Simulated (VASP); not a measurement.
Here is a VASP 6.6.1 calculation.

The input INCAR:

```
ALGO     = Normal         # electronic algorithm
EDIFF    = 1E-6           # SCF threshold, eV
ENCUT    = 520            # plane-wave cutoff, eV
GGA      = PE             # functional
ISIF     = 2              # what is computed and relaxed
ISMEAR   = 0              # smearing method
LASPH    = True           # aspherical terms in the spheres
LCHARG   = False          # write CHGCAR
LREAL    = False          # projectors in reciprocal space
LWAVE    = False          # write WAVECAR
NBANDS   = 14             # bands
NELM     = 80             # most SCF steps
PREC     = Accurate       # precision mode
SIGMA    = 0.01           # smearing width, eV
```

Contents of KPOINTS:

```
k-points
0
Gamma
  8 8 8
```

POSCAR

```
NaF
1.0
    0.0000000000      2.3200000000      2.3200000000
    2.3200000000      0.0000000000      2.3200000000
    2.3200000000      2.3200000000      0.0000000000
Na F
1 1
Direct
    0.0000000000      0.0000000000      0.0000000000
    0.5000000000      0.5000000000      0.5000000000
```

Potentials or basis: VASP PAW PBE potentials, release 64 (Na_pv, F).

Run with:

```sh
$ cat potpaw_PBE.64/Na_pv/POTCAR potpaw_PBE.64/F/POTCAR > POTCAR
$ mpirun -np 1 vasp_std > vasp.out
```

Task: Predict the band gap on the k mesh.

Result: 6.28 eV, direct.

Task: Estimate the pressure.

Result: 1.8 GPa.

PBE gaps usually lie below the measured ones, often by a third to a half.
